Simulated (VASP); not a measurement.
# FeSi (zincblende type) (F-43m) in VASP: further runs

Runs on FeSi (zincblende type). Level: PBEsol. Tasks: single point, relaxation of cell and atoms.

Everything below comes from runs of VASP 6.6.1. Logs are shortened: lines on timing, memory, paths and dates and some standing lists are left out, and cuts for length are marked.

**1. The cell of the first run**

The structure is cubic, space group F-43m (No. 216). The conventional cell has a = 3.870 Å, b = 3.870 Å, c = 3.870 Å, α = 90.00°, β = 90.00°, γ = 90.00°. Fe (site symmetry -43m) has 4 Si at 1.68 Å within 2.2 Å. Within 2.2 Å of Si (site symmetry -43m) lie 4 Fe at 1.68 Å.

**2. Single point, PBEsol, collinear spin, ferromagnetic start**

Input file INCAR:

```
ALGO     = Normal         # electronic algorithm
EDIFF    = 1E-6           # SCF threshold, eV
ENCUT    = 520            # plane-wave cutoff, eV
GGA      = PS             # functional
ISIF     = 2              # what is computed and relaxed
ISMEAR   = -1             # smearing method
ISPIN    = 2              # spin polarisation
LASPH    = T              # aspherical terms in the spheres
LCHARG   = T              # write CHGCAR
LELF     = T              # ELF
LMAXMIX  = 4              # l up to which the mixer works
LORBIT   = 11             # projections on sites
LREAL    = F              # projectors in reciprocal space
LVHAR    = T            
LWAVE    = F              # write WAVECAR
MAGMOM   = 2.5 0          # initial moments
NBANDS   = 17             # bands
NELM     = 150            # most SCF steps
PREC     = Accurate       # precision mode
SIGMA    = 0.05           # smearing width, eV
```

Input file KPOINTS:

```
k-points
0
Gamma
  15 15 15
```

Input file POSCAR:

```
FeSi
1.0
    0.0000000000      1.9349428986      1.9349428986
    1.9349428986      0.0000000000      1.9349428986
    1.9349428986      1.9349428986      0.0000000000
Fe Si
1 1
Direct
    0.0000000000      0.0000000000      0.0000000000
    0.2500000000      0.2500000000      0.2500000000
```

Potentials or basis: VASP PAW PBE potentials, release 64 (Fe, Si).

Started as:

```bash
> cat potpaw_PBE.64/Fe/POTCAR potpaw_PBE.64/Si/POTCAR > POTCAR
> mpirun -np 1 vasp_std > vasp.out
```

OUTCAR:

```text
EDIFF = 1E-6
   ENCUT = 520
   GGA = PS
   ISIF = 2
   ISMEAR = -1
   ISPIN = 2
   LASPH = T
   LORBIT = 11
   LREAL = F
   NELM = 150
   PREC = Accurate

 ion  position               nearest neighbor table
   1  0.000  0.000  0.000-   2 1.68   2 1.68   2 1.68   2 1.68
   2  0.250  0.250  0.250-   1 1.68   1 1.68   1 1.68   1 1.68

  LATTYP: Found a face centered cubic cell.
 ALAT       =     3.8698857972

  Lattice vectors:

 A1 = (   0.0000000000,   1.9349428986,   1.9349428986)
 A2 = (   1.9349428986,   0.0000000000,   1.9349428986)
 A3 = (   1.9349428986,   1.9349428986,   0.0000000000)

Analysis of symmetry for initial positions (statically):
=====================================================================
 Subroutine PRICEL returns:
 Original cell was already a primitive cell.

 Routine SETGRP: Setting up the symmetry group for a
 face centered cubic supercell.

 Subroutine GETGRP returns: Found 24 space group operations
 (whereof 24 operations were pure point group operations)
 out of a pool of 48 trial point group operations.

The static configuration has the point symmetry T_d .

Analysis of symmetry for dynamics (positions and initial velocities):
=====================================================================
 Subroutine PRICEL returns:
 Original cell was already a primitive cell.

 Routine SETGRP: Setting up the symmetry group for a
 face centered cubic supercell.

 Subroutine GETGRP returns: Found 24 space group operations
 (whereof 24 operations were pure point group operations)
 out of a pool of 48 trial point group operations.

The dynamic configuration has the point symmetry T_d .

Analysis of structural, dynamic, and magnetic symmetry:
=====================================================================
 Subroutine PRICEL returns:
 Original cell was already a primitive cell.

 Routine SETGRP: Setting up the symmetry group for a
 face centered cubic supercell.

 Subroutine GETGRP returns: Found 24 space group operations
 (whereof 24 operations were pure point group operations)
 out of a pool of 48 trial point group operations.

The overall configuration has the point symmetry T_d .

 Subroutine INISYM returns: Found 24 space group operations
 (whereof 24 operations are pure point group operations),
 and found     1 'primitive' translations

----------------------------------------------------------------------------------------

                                     Primitive cell

  volume of cell :      14.4889

  direct lattice vectors                    reciprocal lattice vectors
     0.000000000  1.934942899  1.934942899    -0.258405558  0.258405558  0.258405558
     1.934942899  0.000000000  1.934942899     0.258405558 -0.258405558  0.258405558
     1.934942899  1.934942899  0.000000000     0.258405558  0.258405558 -0.258405558

  length of vectors
     2.736422490  2.736422490  2.736422490     0.447571556  0.447571556  0.447571556

  position of ions in fractional coordinates (direct lattice)
     0.000000000  0.000000000  0.000000000
     0.250000000  0.250000000  0.250000000

  ion indices of the primitive-cell ions
   primitive index   ion index
                 1           1
                 2           2

----------------------------------------------------------------------------------------

 KPOINTS: k-points

Automatic generation of k-mesh.
 Grid dimensions read from file:
 generate k-points for:   15   15   15

 Generating k-lattice:

  Cartesian coordinates                     Fractional coordinates (reciprocal lattice)
    -0.017227037  0.017227037  0.017227037     0.066666667  0.000000000  0.000000000
     0.017227037 -0.017227037  0.017227037     0.000000000  0.066666667  0.000000000
     0.017227037  0.017227037 -0.017227037     0.000000000  0.000000000  0.066666667

  Length of vectors
     0.029838104  0.029838104  0.029838104

  Shift w.r.t. Gamma in fractional coordinates (k-lattice)
     0.000000000  0.000000000  0.000000000

 Subroutine IBZKPT returns following result:
 ===========================================

 Found    120 irreducible k-points:

 Following reciprocal coordinates:
            Coordinates               Weight
  0.000000  0.000000  0.000000      1.000000
  0.066667  0.000000  0.000000      8.000000
  0.133333  0.000000  0.000000      8.000000
  0.200000  0.000000  0.000000      8.000000
  0.266667  0.000000  0.000000      8.000000
  0.333333  0.000000  0.000000      8.000000
[... 16 lines left out ...]
  0.133333  0.133333  0.000000      6.000000
  0.200000  0.133333  0.000000     24.000000
 [... further k-points ...]
   k-points           NKPTS =    120   k-points in BZ     NKDIM =    120   number of bands    NBANDS=     17
   number of dos      NEDOS =    301   number of ions     NIONS =      2
   total plane-waves  NPLWV =   8000
   dimension x,y,z NGX =    20 NGY =   20 NGZ =   20
   dimension x,y,z NGXF=    40 NGYF=   40 NGZF=   40
   ions per type =               1   1
   NGX,Y,Z   is equivalent  to a cutoff of  12.15, 12.15, 12.15 a.u.
   NGXF,Y,Z  is equivalent  to a cutoff of  24.30, 24.30, 24.30 a.u.
 SYSTEM =  unknown system
   PREC   = accura    normal or accurate (medium, high low for compatibility)
   ISTART =      0    job   : 0-new  1-cont  2-samecut
   ICHARG =      2    charge: 1-file 2-atom 10-const
   ISPIN  =      2    spin polarized calculation?
   LNONCOLLINEAR =      F non collinear calculations
   LSORBIT =      F    spin-orbit coupling
   LASPH  =      T    aspherical Exc in radial PAW
   ENCUT  =  520.0 eV  38.22 Ry    6.18 a.u.   5.09  5.09  5.09*2*pi/ulx,y,z
   NELM   =    150;   NELMIN=  2; NELMDL= -5     # of ELM steps
   EDIFF  = 0.1E-05   stopping-criterion for ELM
   LREAL  =      F    real-space projection
   EDIFFG = 0.1E-04   stopping-criterion for IOM
   NSW    =      0    number of steps for IOM
   IBRION =     -1    ionic relax: 0-MD 1-quasi-New 2-CG
   NFREE  =      0    steps in history (QN), initial steepest desc. (CG)
   ISIF   =      2    stress and relaxation
   ISYM   =      2    0-nonsym 1-usesym 2-fastsym
   POTIM  = 0.5000    time-step for ionic-motion
   TEBEG  =    0.0;   TEEND  =   0.0 temperature during run
   PSTRESS=    0.0 pullay stress
   NELECT =      12.0000    total number of electrons
   NUPDOWN=      -1.0000    fix difference up-down
   EMIN   =  10.00;   EMAX   =-10.00  energy-range for DOS
   EFERMI =   0.00;   METHOD = LEGACY
   ISMEAR =    -1;   SIGMA  =   0.05  broadening in eV -4-tet -1-fermi 0-gaus
   EFERMI_NEDOS =   21; number of points for ismear=-14 and -15
   IALGO  =     38    algorithm
   IMIX   =      4    mixing-type and parameters
     AMIX     =   0.40;   BMIX     =  1.00
     AMIX_MAG =   1.60;   BMIX_MAG =  1.00
  volume/ion in A,a.u.               =       7.24        48.89
  Fermi-wavevector in a.u.,A,eV,Ry     =   1.537413  2.905288 32.159239  2.363637
  Thomas-Fermi vector in A             =   2.643925
   LORBIT       =     11    0 simple, 1 ext, 2 COOP (PROOUT), +10 PAW based schemes
   GGA     = PS    functional components
   LHFCALC =     F    Hartree Fock is set to
   AEXX    =    0.0000 exact exchange contribution
   IVDW    =     0    specifies the selected vdW correction
   LEPSILON=     F    determine dielectric tensor
   LRPA    =     F    only Hartree local field effects (RPA)
 spin polarized calculation
  energy-cutoff  :      520.00
  volume of cell :       14.49
 maximum number of plane-waves:       397
   NGX = 11   NGY = 11   NGZ = 11

 number of electron      12.0000002 magnetization      -0.0026258

 number of electron      12.0000002 magnetization       0.0012283

 Free energy of the ion-electron system (eV)
  ---------------------------------------------------
  ext. energy  EPLUGINS =         0.00000000
  ---------------------------------------------------
  free energy    TOTEN  =        -0.51084573 eV

  energy without entropy =       -0.51079459  energy(sigma->0) =       -0.51082016

 E-fermi :  15.6902     XC(G=0): -14.8051

 val. band max:       15.4196164083   @ k =  -0.2667   0.4667   0.2000
 cond. band min:      16.0353385048   @ k =  -0.4000   0.4000   0.0000
 fundamental gap:      0.6157220965
 Fermi energy:        15.6901554629

 spin component 1

 k-point     1 :       0.0000    0.0000    0.0000
  band No.  band energies     occupation
      1       0.2991      1.00000
      2      10.6145      1.00000
      3      10.6145      1.00000
      4      10.6145      1.00000
      5      12.8909      1.00000
      6      12.8909      1.00000
[... 9 lines left out ...]
     16      37.5918      0.00000
     17      40.1019      0.00000
[... 441 lines left out ...]
 k-point    24 :       0.2000    0.1333    0.0000
  band No.  band energies     occupation
      1       1.5572      1.00000
      2      10.0536      1.00000
      3      11.0535      1.00000
      4      11.0959      1.00000
      5      11.9679      1.00000
      6      13.2882      1.00000
[... 9 lines left out ...]
     16      41.5791      0.00000
     17      43.1747      0.00000

 [... further k-points ...]

 spin component 2

 k-point     1 :       0.0000    0.0000    0.0000
  band No.  band energies     occupation
      1       0.2995      1.00000
      2      10.6153      1.00000
      3      10.6153      1.00000
      4      10.6153      1.00000
      5      12.8918      1.00000
      6      12.8918      1.00000
[... 9 lines left out ...]
     16      37.5919      0.00000
     17      40.1021      0.00000
[... 441 lines left out ...]
 k-point    24 :       0.2000    0.1333    0.0000
  band No.  band energies     occupation
      1       1.5576      1.00000
      2      10.0544      1.00000
      3      11.0542      1.00000
      4      11.0966      1.00000
      5      11.9687      1.00000
      6      13.2891      1.00000
[... 9 lines left out ...]
     16      41.5794      0.00000
     17      43.2232      0.00000

 [... further k-points ...]

------------------------ aborting loop because EDIFF is reached ----------------------------------------

  FORCE on cell =-STRESS in cart. coord.  units (eV):
  Direction    XX          YY          ZZ          XY          YZ          ZX
  --------------------------------------------------------------------------------------
  -------------------------------------------------------------------------------------
  Total       39.0885574     39.0885574     39.0885574      0.0000000      0.0000000     -0.0000000
  in kB     4322.4081078   4322.4081078   4322.4081078      0.0000000      0.0000000     -0.0000000
  external PRESSURE =    4322.4081078 kB  Pullay stress =       0.0000000 kB

 VOLUME and BASIS-vectors are now :
 -----------------------------------------------------------------------------
  energy-cutoff  :      520.00
  volume of cell :       14.49
      direct lattice vectors                 reciprocal lattice vectors
     0.000000000  1.934942899  1.934942899    -0.258405558  0.258405558  0.258405558
     1.934942899  0.000000000  1.934942899     0.258405558 -0.258405558  0.258405558
     1.934942899  1.934942899  0.000000000     0.258405558  0.258405558 -0.258405558

 POSITION                                       TOTAL-FORCE (eV/Angst)
 -----------------------------------------------------------------------------------
      0.00000      0.00000      0.00000         0.000000      0.000000      0.000000
      0.96747      0.96747      0.96747        -0.000000     -0.000000     -0.000000
 -----------------------------------------------------------------------------------
    total drift:                                0.000001      0.000001      0.000002

  FREE ENERGIE OF THE ION-ELECTRON SYSTEM (eV)
  ---------------------------------------------------
  free  energy   TOTEN  =        -0.5108457322 eV

  energy  without entropy=       -0.5107945946  energy(sigma->0) =       -0.51082016

 total charge

# of ion       s       p       d       tot
------------------------------------------
    1        0.717   1.014   8.488  10.220
    2        1.045   1.414   0.000   2.459
--------------------------------------------------
tot          1.762   2.428   8.488  12.679

 magnetization (x)

# of ion       s       p       d       tot
------------------------------------------
    1       -0.000   0.000  -0.000  -0.000
    2        0.000   0.000   0.000   0.000
--------------------------------------------------
tot         -0.000   0.000  -0.000  -0.000
```

Wall time 25 s (1 thread of Intel Xeon 6975P-C (Granite Rapids), shared host); peak memory 0.16 GiB.

Results:

| Quantity | Value |
| --- | --- |
| Free energy | -0.5108 eV |
| Pressure | 432.2 GPa |
| Band gap on the k mesh | 0.62 eV (least direct gap 1.18 eV) |
| Net moment | 0.00 μB per cell |

Caveat: atoms lie so close that the PAW spheres overlap strongly, which falsifies energies and pressures; the cell stands under pressure; the PAW data sets were made with another functional, which shifts forces and pressure a little; an odd mesh through Γ misses points on the zone boundary, where band edges can lie.

**3. Single point, PBEsol, collinear spin, ferromagnetic start**

Input file INCAR:

```
SYSTEM = FeSi
PREC = Accurate ; ENCUT = 520
EDIFF = 1E-7 ; ISMEAR = -1
SIGMA = 0.05 ; LREAL = .False.
LASPH = .True. ; NELM = 150
ALGO = Normal ; ISIF = 2
LWAVE = .False. ; LCHARG = .False.
ISPIN = 2 ; MAGMOM = 2.5 0
LORBIT = 11 ; LMAXMIX = 4
GGA = PS ; NBANDS = 17
```

Input file KPOINTS:

```
regular mesh
0
Gamma
  15 15 15
  0 0 0
```

POSCAR is that of step 2.

Potentials or basis: VASP PAW PBE potentials, release 64 (Fe, Si).

Started as:

```bash
> cat potpaw_PBE.64/Fe/POTCAR potpaw_PBE.64/Si/POTCAR > POTCAR
> mpirun -np 1 vasp_std > vasp.out
```

Run time: 26 s. Hardware: 1 thread of Intel Xeon 6975P-C (Granite Rapids), shared host; peak memory 0.16 GiB.

Results (log left out):

| Quantity | Value |
| --- | --- |
| Free energy | -0.5108 eV |
| Pressure | 432.3 GPa |
| Band gap on the k mesh | 0.62 eV (least direct gap 1.18 eV) |
| Net moment | 0.00 μB per cell |

Levels at points of the mesh, in eV from the valence-band top:
Spin up:
```
           k point  band 2  band 3  band 4  band 5  band 6  band 7  band 8  band 9  band 10  band 11
(0.00, 0.00, 0.00)   -4.80   -4.80   -4.80   -2.53   -2.53   11.14   11.14   11.14    17.56    17.56
```
Spin down:
```csv
k point,band 4,band 5,band 6,band 7,band 8,band 9
"(0.00, 0.00, 0.00)",-4.80,-2.53,-2.53,11.14,11.14,11.14
```

Caveat: atoms lie so close that the PAW spheres overlap strongly, which falsifies energies and pressures; the cell stands under pressure; the PAW data sets were made with another functional, which shifts forces and pressure a little; an odd mesh through Γ misses points on the zone boundary, where band edges can lie.

**4. Relaxation of cell and atoms, PBEsol, collinear spin, ferromagnetic start, target pressure 420 GPa, at which the enthalpy is minimised**

This run uses another cell than the first one, of 6.72 Å³/atom.

Input file INCAR:

```
SYSTEM = FeSi
PREC = Accurate
ENCUT = 600
EDIFF = 1E-7
ISMEAR = -1
SIGMA = 0.05
LREAL = .FALSE.
LASPH = .TRUE.
NELM = 150
ALGO = Normal
ISIF = 3
LWAVE = .FALSE.
LCHARG = .FALSE.
ISPIN = 2
MAGMOM = 2.5 0
LORBIT = 11
LMAXMIX = 4
GGA = PS
IBRION = 2
NSW = 60
EDIFFG = -0.005
PSTRESS = 4200.0
```

Input file KPOINTS:

```
Automatic mesh
0
G
  15 15 15
  0 0 0
```

Input file POSCAR:

```
FeSi
1.0
    0.0000000000      1.8875256408      1.8875256408
    1.8875256408      0.0000000000      1.8875256408
    1.8875256408      1.8875256408      0.0000000000
Fe Si
1 1
Direct
    0.0000000000      0.0000000000      0.0000000000
    0.2500000000      0.2500000000      0.2500000000
```

Started as:

```bash
> cat potpaw_PBE.64/Fe/POTCAR potpaw_PBE.64/Si/POTCAR > POTCAR
> mpirun -np 1 vasp_std > vasp.out
```

Wall time 2.1 min (1 thread of Intel Xeon 6975P-C (Granite Rapids), shared host); peak memory 0.19 GiB.

Results (log left out):

```yaml
Free_energy: -0.8706 eV
Relaxed_volume: 7.31 Å³/atom
Relaxed_cell: a = 2.745 Å, b = 2.745 Å, c = 2.745 Å, α = 60.00°, β = 60.00°, γ = 60.00°
Space_group_after_relaxing_to_0.1_Å: F-43m (No. 216)
Energy_change_on_relaxing_the_run_minimises_the_enthalpy: -1748.7 meV/atom
Ionic_steps: 18
Pressure_after_relaxing: 420.0 GPa
Band_gap_on_the_k_mesh: 0.63 eV (least direct gap 1.17 eV)
Net_moment: 0.00 μB per cell
```

The path:
| step | energy change (eV) | largest force (eV/Å) | pressure (GPa) | volume (Å³) |
| --- | --- | --- | --- | --- |
| 1 | 0.0000 | 0.0000 | 540.03 | 13.45 |
| 2 | -15.0930 | 0.0000 | 40.90 | 25.83 |
| 3 | -4.6611 | 0.0000 | 380.98 | 15.09 |
| 4 | -3.5372 | 0.0000 | 418.66 | 14.64 |
| 5 | -3.4732 | 0.0000 | 420.83 | 14.61 |
| 6 | -3.4744 | 0.0000 | 420.69 | 14.62 |
| 7 | -3.4783 | 0.0000 | 420.65 | 14.62 |
| 8 | -3.4783 | 0.0000 | 420.64 | 14.62 |
| 9 | -3.4784 | 0.0000 | 420.63 | 14.62 |
| 10 | -3.4785 | 0.0000 | 420.63 | 14.62 |
| 11 | -3.4787 | 0.0000 | 420.61 | 14.62 |
| 12 | -3.4792 | 0.0000 | 420.58 | 14.62 |
| 13 | -3.4802 | 0.0000 | 420.52 | 14.62 |
| 14 | -3.4821 | 0.0000 | 420.52 | 14.62 |
| 15 | -3.4859 | 0.0000 | 420.39 | 14.62 |
| 16 | -3.4935 | 0.0000 | 420.13 | 14.62 |
| 17 | -3.5087 | 0.0000 | 419.62 | 14.63 |
| 18 | -3.4974 | 0.0000 | 419.98 | 14.62 |

Final structure:
```yaml
crystal:
  lattice:
    - [0.00000, 1.94094, 1.94094]
    - [1.94094, 0.00000, 1.94094]
    - [1.94094, 1.94094, 0.00000]
  atoms:
    - { symbol: Fe, position: [0.00000, 0.00000, 0.00000] }
    - { symbol: Si, position: [0.25000, 0.25000, 0.25000] }
```

Levels at points of the mesh, in eV from the valence-band top:
Spin up:
| k point | band 2 | band 3 | band 4 | band 5 | band 6 | band 7 | band 8 | band 9 | band 10 | band 11 |
| --- | --- | --- | --- | --- | --- | --- | --- | --- | --- | --- |
| (0.00, 0.00, 0.00) | -4.73 | -4.73 | -4.73 | -2.46 | -2.46 | 11.13 | 11.13 | 11.13 | 17.43 | 17.43 |
Spin down:
| k point | band 2 | band 3 | band 4 | band 5 | band 6 | band 7 | band 8 | band 9 | band 10 | band 11 |
| --- | --- | --- | --- | --- | --- | --- | --- | --- | --- | --- |
| (0.00, 0.00, 0.00) | -4.73 | -4.73 | -4.73 | -2.46 | -2.46 | 11.13 | 11.13 | 11.13 | 17.43 | 17.43 |

Caveat: the cell is relaxed towards a set pressure, so the run minimises the enthalpy, not the energy; atoms lie so close that the PAW spheres overlap strongly, which falsifies energies and pressures; the PAW data sets were made with another functional, which shifts forces and pressure a little; an odd mesh through Γ misses points on the zone boundary, where band edges can lie.
